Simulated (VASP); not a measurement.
A run of VASP 6.6.1:

Contents of INCAR:

```
  ALGO = Normal
  EDIFF = 1E-6
  ENCUT = 520
  GGA = PE
  ISIF = 2
  ISMEAR = 1
  LASPH = True
  LCHARG = True
  LELF = True
  LREAL = False
  LVHAR = True
  LWAVE = False
  NBANDS = 13
  NELM = 80
  PREC = Accurate
  SIGMA = 0.05
```

File KPOINTS:

```
k-points
0
Gamma
  14 14 14
```

POSCAR

```
S
1.0
    0.0000000000      2.6298545336      2.6298545336
    2.6298545336      0.0000000000      2.6298545336
    2.6298545336      2.6298545336      0.0000000000
S
2
Direct
    0.0000000000      0.0000000000      0.0000000000
    0.2500000000      0.2500000000      0.2500000000
```

Potentials or basis: VASP PAW PBE potentials, release 64 (S).

Launch:

```console
$ cat potpaw_PBE.64/S/POTCAR > POTCAR
$ mpirun -np 1 vasp_std > vasp.out
```

Hardware: 1 thread of Intel(R) Xeon(R) Platinum 8375C CPU @ 2.90GHz (Ice Lake), with other jobs on the host.

Task: Estimate the wall time of this run.

Result: Run time: 31 s on 1 thread of Intel(R) Xeon(R) Platinum 8375C CPU @ 2.90GHz (Ice Lake) (shared host), peak memory 0.17 GiB. Counts: scf iterations 11, k points 104.
